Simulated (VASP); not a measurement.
Wanted: the native input for a VASP 6.6.1 run.

- Task: single point
- Functional: LDA
- Potentials or basis: VASP PAW LDA potentials, release 64 (Ba_sv, Hg)
- Cutoff: 500 eV
- k mesh: 5 × 5 × 5
- Occupations: fermi-dirac, width 0.1 eV
- Spin: no spin polarisation
- Dipole correction: no
- Further INCAR settings: ALGO = Normal; EDIFF = 1e-06; NBANDS = 18

The structure of BaHg lies in POSCAR:

```
BaHg
1.0
    4.1787600000      0.0000000000      0.0000000000
    0.0000000000      4.1787600000      0.0000000000
    0.0000000000      0.0000000000      4.1787600000
Ba Hg
1 1
Direct
    0.0000000000      0.0000000000      0.0000000000
    0.5000000000      0.5000000000      0.5000000000
```

These files were run (other wordings do the same):

INCAR

```
SYSTEM = BaHg
ALGO     = Normal         ! electronic algorithm
EDIFF    = 1E-6           ! SCF threshold, eV
ENCUT    = 500            ! plane-wave cutoff, eV
GGA_COMPAT= .FALSE.      
ISIF     = 2              ! what is computed and relaxed
ISMEAR   = -1             ! smearing method
LASPH    = .TRUE.         ! aspherical terms in the spheres
LCHARG   = .TRUE.         ! write CHGCAR
LELF     = .TRUE.         ! ELF
LREAL    = .FALSE.        ! projectors in reciprocal space
LVHAR    = .TRUE.       
LWAVE    = .FALSE.        ! write WAVECAR
NBANDS   = 18             ! bands
NELM     = 120            ! most SCF steps
PREC     = Accurate       ! precision mode
SIGMA    = 0.1            ! smearing width, eV
```

KPOINTS

```
k-points
0
G
  5 5 5
  0 0 0
```

Potentials or basis: VASP PAW LDA potentials, release 64 (Ba_sv, Hg).

The run is started by

```sh
$ cat potpaw_LDA.64/Ba_sv/POTCAR potpaw_LDA.64/Hg/POTCAR > POTCAR
$ mpirun -np 1 vasp_std > vasp.out
```

It gave:

```yaml
Pressure: -2.5 GPa
Band_gap_on_the_k_mesh: zero (bands 11 and 12 overlap by 1.67 eV)
```

Caveat: spin-orbit coupling is left out, which moves the levels of the heavy elements.

Wall time 13 s on 1 thread of Intel(R) Xeon(R) Platinum 8259CL CPU @ 2.50GHz (Skylake/Cascade Lake) (shared host), peak memory 0.15 GiB.
